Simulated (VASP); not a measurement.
## SiC: single point with PBE

The system is SiC.

```
Si C
1.0
     3.07600    0.00000    0.00000
    -1.53800    2.66389    0.00000
     0.00000    0.00000    5.04800
Si C
2 2
Direct
  0.33333 0.66667 0.00000
  0.66667 0.33333 0.50000
  0.35365 0.66667 0.38500
  0.66667 0.33333 0.88500
```

This cell differs from its parent crystal: atom 3 (C) moved +0.062 Å along Cartesian [1 0 0].

```json
{
  "Program": "VASP 6.6.1",
  "Task": "single point",
  "Functional": "PBE",
  "Potentials or basis": "VASP PAW PBE potentials, release 64 (Si, C)",
  "Cutoff": "520 eV",
  "k mesh": "12 × 12 × 6",
  "Occupations": "gaussian, width 0.05 eV",
  "Spin": "no spin polarisation"
}
```

```json
{"Pressure": "3.9 GPa", "Largest force": "1.578 eV/Å", "Band gap on the k mesh": "2.29 eV, indirect (least direct gap 4.02 eV)"}
```

Forces in eV/Å, atoms in the order of the input:
```
Si   0.137 -0.001  0.760
Si   1.192 -0.120  0.823
C   -1.337  0.123 -0.829
C    0.007 -0.002 -0.754
```

Stress tensor (GPa, compression positive):
```
 5.77 -2.71  1.39
-2.71  5.49 -0.23
 1.39 -0.23  0.49
```

Levels at points of the mesh, in eV from the valence-band top:
```
           k point  band 5  band 6  band 7  band 8  band 9  band 10  band 11  band 12
(0.00, 0.00, 0.00)   -1.45   -0.38   -0.24    0.00    4.59     5.99     6.47     6.49
(0.50, 0.00, 0.00)   -5.53   -3.63   -3.14   -1.59    2.54     3.97     6.60     7.18
(0.00, 0.50, 0.00)   -5.46   -3.56   -3.28   -1.51    2.56     4.16     6.69     7.17
(0.50, 0.50, 0.00)   -5.38   -3.52   -3.42   -1.44    2.58     4.36     6.82     7.18
(0.00, 0.00, 0.50)   -1.24   -1.00   -0.99   -0.75    5.66     5.68     6.90     7.13
(0.50, 0.00, 0.50)   -2.85   -2.72   -2.42   -2.39    3.16     3.19     4.91     5.02
(0.00, 0.50, 0.50)   -2.76   -2.72   -2.36   -2.31    3.12     3.14     4.95     4.97
(0.50, 0.50, 0.50)   -2.72   -2.60   -2.34   -2.29    3.09     3.11     4.90     5.02
```

It took 70 s on 1 thread of Intel(R) Xeon(R) 6975P-C (Granite Rapids) (shared host), peak memory 0.34 GiB.

Caveat: the cell differs from its parent crystal (atom 3 (C) moved +0.062 Å along Cartesian [1 0 0]); forces of over 1 eV/Å act on the atoms, so gaps and moduli don't describe the material at rest. A k mesh can miss the band edges.
